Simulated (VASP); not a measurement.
# AlAs (F-43m) in VASP: vibrations by perturbation theory with PBE

Aim: the vibrations by perturbation theory of AlAs with PBE.

All numbers are computed with VASP 6.6.1; they aren't measurements. Logs are shortened: lines on timing, memory, paths and dates and some standing lists are left out, and cuts for length are marked.

## (1) The cell of the first run

Symmetry: F-43m, No. 216, cubic system. The conventional cell has a = 5.728 Å, b = 5.728 Å, c = 5.728 Å, α = 90.00°, β = 90.00°, γ = 90.00°. Within 3.3 Å of Al (site symmetry -43m) lie 4 As at 2.48 Å. As (site symmetry -43m) has 4 Al at 2.48 Å within 3.3 Å.

## (2) Vibrations by perturbation theory, PBE

File INCAR:

```
PREC     = Accurate       # precision mode
ENCUT    = 500            # plane-wave cutoff, eV
EDIFF    = 1E-8           # SCF threshold, eV
ISMEAR   = 0              # smearing method
SIGMA    = 0.01           # smearing width, eV
LREAL    = F              # projectors in reciprocal space
LASPH    = T              # aspherical terms in the spheres
NELM     = 120            # most SCF steps
ALGO     = Normal         # electronic algorithm
ISIF     = 2              # what is computed and relaxed
LWAVE    = F              # write WAVECAR
LCHARG   = T              # write CHGCAR
GGA      = PE             # functional
IBRION   = 8              # ionic algorithm
NSW      = 1              # ionic steps
LEPSILON = T              # dielectric tensor by DFPT
GGA_COMPAT= F
```

File KPOINTS:

```
regular mesh
0
Gamma
  8 8 8
```

File POSCAR:

```
AlAs
1.0
    0.0000000000      2.8642081068      2.8642081068
    2.8642081068      0.0000000000      2.8642081068
    2.8642081068      2.8642081068      0.0000000000
Al As
1 1
Direct
    0.0000000000      0.0000000000      0.0000000000
    0.2500000000      0.2500000000      0.2500000000
```

Potentials or basis: VASP PAW PBE potentials, release 64 (Al, As).

On the command line:

```bash
cat potpaw_PBE.64/Al/POTCAR potpaw_PBE.64/As/POTCAR > POTCAR
mpirun -np 1 vasp_std > vasp.out
```

OUTCAR:

```text
PREC = Accurate
   ENCUT = 500
   EDIFF = 1E-8
   ISMEAR = 0
   LREAL = F
   LASPH = T
   NELM = 120
   ISIF = 2
   GGA = PE
   IBRION = 8
   NSW = 1
   LEPSILON = T

 ion  position               nearest neighbor table
   1  0.000  0.000  0.000-   2 2.48   2 2.48   2 2.48   2 2.48
   2  0.250  0.250  0.250-   1 2.48   1 2.48   1 2.48   1 2.48

  LATTYP: Found a face centered cubic cell.
 ALAT       =     5.7284162136

  Lattice vectors:

 A1 = (   0.0000000000,   2.8642081068,   2.8642081068)
 A2 = (   2.8642081068,   0.0000000000,   2.8642081068)
 A3 = (   2.8642081068,   2.8642081068,   0.0000000000)

Analysis of symmetry for initial positions (statically):
=====================================================================
 Subroutine PRICEL returns:
 Original cell was already a primitive cell.

 Routine SETGRP: Setting up the symmetry group for a
 face centered cubic supercell.

 Subroutine GETGRP returns: Found 24 space group operations
 (whereof 24 operations were pure point group operations)
 out of a pool of 48 trial point group operations.

The static configuration has the point symmetry T_d .

Analysis of symmetry for dynamics (positions and initial velocities):
=====================================================================
 Subroutine PRICEL returns:
 Original cell was already a primitive cell.

 Routine SETGRP: Setting up the symmetry group for a
 face centered cubic supercell.

 Subroutine GETGRP returns: Found 24 space group operations
 (whereof 24 operations were pure point group operations)
 out of a pool of 48 trial point group operations.

The dynamic configuration has the point symmetry T_d .

 Subroutine INISYM returns: Found 24 space group operations
 (whereof 24 operations are pure point group operations),
 and found     1 'primitive' translations

----------------------------------------------------------------------------------------
[... 495 lines left out ...]
     0.00000  0.00033 -6.98059
     0.00000 -6.98059  0.00033

 MACROSCOPIC STATIC DIELECTRIC TENSOR (including local field effects in DFT)
 ------------------------------------------------------
          10.088454    -0.000000    -0.000000
           0.000000    10.088454     0.000000
          -0.000000     0.000000    10.088454
 ------------------------------------------------------

 PIEZOELECTRIC TENSOR (including local field effects)  for field in x, y, z        (e  Angst)
          XX          YY          ZZ          XY          YZ          ZX
  --------------------------------------------------------------------------------
  x     0.00000    -0.00000    -0.00000     0.00000    -1.98507    -0.00000
  y     0.00000     0.00000     0.00000    -0.00000     0.00000    -1.98507
  z     0.00000     0.00000     0.00000    -1.98507     0.00000    -0.00000

 PIEZOELECTRIC TENSOR (including local field effects)  for field in x, y, z        (C/m^2)
          XX          YY          ZZ          XY          YZ          ZX
  --------------------------------------------------------------------------------
  x     0.00000    -0.00000    -0.00000     0.00000    -0.67677    -0.00000
  y     0.00000     0.00000     0.00000    -0.00000     0.00000    -0.67677
  z     0.00000     0.00000     0.00000    -0.67677     0.00000    -0.00000

 BORN EFFECTIVE CHARGES (including local field effects) (in |e|, cummulative output)
 ---------------------------------------------------------------------------------
 ion    1
    1     2.17174     0.00000     0.00000
    2    -0.00000     2.17174     0.00000
    3     0.00000     0.00000     2.17174
 ion    2
    1    -2.17174    -0.00000     0.00000
    2     0.00000    -2.17174     0.00000
    3     0.00000     0.00000    -2.17174

 INTERNAL STRAIN TENSOR FOR ION    2 for displacements in x,y,z  (eV/Angst):
          X           Y           Z          XY          YZ          ZX
  --------------------------------------------------------------------------------
  x     0.00000     0.00000     0.00000     0.00000    -6.98059     0.00000
  y     0.00000     0.00000     0.00000     0.00000     0.00000    -6.98059
  z     0.00000     0.00000     0.00000    -6.98059     0.00000     0.00000

 SECOND DERIVATIVES (NOT SYMMETRIZED)
 ------------------------------------
               1X          1Y          1Z          2X          2Y          2Z
  1X    -8.773245    0.000000    0.000000    8.773245    0.000000    0.000000
  1Y     0.000000   -8.773245    0.000000    0.000000    8.773245    0.000000
  1Z     0.000000    0.000000   -8.773245    0.000000    0.000000    8.773245
  2X     8.773513    0.000000    0.000000   -8.773513    0.000000    0.000000
  2Y     0.000000    8.773513    0.000000    0.000000   -8.773513    0.000000
  2Z     0.000000    0.000000    8.773513    0.000000    0.000000   -8.773513

 Eigenvectors and eigenvalues of the dynamical matrix
 ----------------------------------------------------

   1 f  =   10.396625 THz    65.323923 2PiTHz  346.794090 cm-1    42.996968 meV
             X         Y         Z           dx          dy          dz
      0.000000  0.000000  0.000000    -0.857451    0.000000    0.000000
      1.432104  1.432104  1.432104     0.514565    0.000000    0.000000
[... 21 lines left out ...]
   6 f/i=    0.000070 THz     0.000441 2PiTHz    0.002341 cm-1     0.000290 meV
             X         Y         Z           dx          dy          dz
      0.000000  0.000000  0.000000     0.000000   -0.180969   -0.481692
      1.432104  1.432104  1.432104     0.000000   -0.301560   -0.802673

--------------------------------------------------------------------------------------------------------

 MACROSCOPIC STATIC DIELECTRIC TENSOR IONIC CONTRIBUTION
 ------------------------------------------------------
           2.070010    -0.000000     0.000000
          -0.000000     2.070010     0.000000
           0.000000     0.000000     2.070010
 ------------------------------------------------------

 ELASTIC MODULI CONTR FROM IONIC RELAXATION (kBar)
 Direction    XX          YY          ZZ          XY          YZ          ZX
 --------------------------------------------------------------------------------
 XX          -0.0000      0.0000      0.0000     -0.0000      0.0000      0.0000
 YY           0.0000     -0.0000      0.0000     -0.0000     -0.0000     -0.0000
 ZZ           0.0000      0.0000     -0.0000      0.0000     -0.0000      0.0000
 XY          -0.0000     -0.0000      0.0000   -186.9297     -0.0000     -0.0000
 YZ           0.0000     -0.0000     -0.0000     -0.0000   -186.9297      0.0000
 ZX           0.0000     -0.0000      0.0000     -0.0000      0.0000   -186.9297
 --------------------------------------------------------------------------------

 PIEZOELECTRIC TENSOR IONIC CONTR  for field in x, y, z        (C/m^2)
          XX          YY          ZZ          XY          YZ          ZX
  --------------------------------------------------------------------------------
  x    -0.00000     0.00000     0.00000     0.00000     0.58533    -0.00000
  y    -0.00000     0.00000    -0.00000     0.00000    -0.00000     0.58533
  z     0.00000     0.00000    -0.00000     0.58533     0.00000     0.00000
```

OSZICAR:

```text
N       E                     dE             d eps       ncg     rms          rms(c)
DAV:   1     0.130792739259E+02    0.13079E+02   -0.30200E+03   464   0.711E+02
DAV:   2    -0.906084845799E+01   -0.22140E+02   -0.21669E+02   656   0.889E+01
[... 156 lines left out ...]
RMM:   6    -0.454516116141E-01    0.70365E-05   -0.53424E-07  2601   0.149E-03    0.133E-03
RMM:   7    -0.454477101319E-01    0.39015E-05   -0.25145E-07  2503   0.111E-03    0.106E-04
RMM:   8    -0.454477753496E-01   -0.65218E-07   -0.42092E-08  2632   0.237E-04    0.613E-05
RMM:   9    -0.454479504361E-01   -0.17509E-06   -0.10757E-08  2594   0.913E-05    0.985E-06
RMM:  10    -0.454479811695E-01   -0.30733E-07   -0.26910E-09  2768   0.145E-05    0.545E-06
RMM:  11    -0.454479863677E-01   -0.51982E-08    0.25144E-09  2598   0.520E-06    0.120E-06
 Linear response finished
```

stdout:

```text
POSCAR found type information on POSCAR AlAs
 POSCAR found :  2 types and       2 ions
 scaLAPACK will be used
 LDA part: xc-table for (Slater+PW92), standard interpolation
 POSCAR, INCAR and KPOINTS ok, starting setup
 FFT: planning ... GRIDC
 FFT: planning ... GRID_SOFT
 FFT: planning ... GRID
 WAVECAR not read
 entering main loop
[... 24 lines left out ...]
 dielectric tensor                  component  3 :     2.282     2.136    10.088
 Linear response DOF=           2
 Linear response progress:
 first order change of Fermi-energy   0.15486E-04
 force on displaced ion       1 direction 1 :  -8.773   0.000   0.000
 Born effective charge ion    1 direction 1 :   2.130   0.000   0.000
 Linear response progress:
 first order change of Fermi-energy   0.27808E-03
 force on displaced ion       2 direction 1 :  -8.774   0.000   0.000
 Born effective charge ion    2 direction 1 :  -2.219   0.000   0.000
 Born effective charges drift removed
 Linear response finished
```

It took 2.8 min on 1 thread of Intel Xeon Platinum 8488C (Sapphire Rapids), shared host; peak memory 0.25 GiB.

What came out:

```
Electronic dielectric tensor (diagonal)                 : 10.09
Born charges (mean of the diagonal)                     : Al +2.17; As -2.17 e
Highest phonon frequency at Γ, LO-TO splitting left out : 347 cm⁻¹
```

Phonon frequencies in cm⁻¹ (negative: imaginary):
| q point | frequencies |
| --- | --- |
| (0.000, 0.000, 0.000) | 0 0 0 347 347 347 |

Electronic dielectric tensor:
```
10.09  0.00  0.00
 0.00 10.09  0.00
 0.00  0.00 10.09
```

Born effective charge tensors (e):
atom 1, Al
```
2.17 0.00 0.00
0.00 2.17 0.00
0.00 0.00 2.17
```
atom 2, As
```
-2.17  0.00  0.00
 0.00 -2.17  0.00
 0.00  0.00 -2.17
```
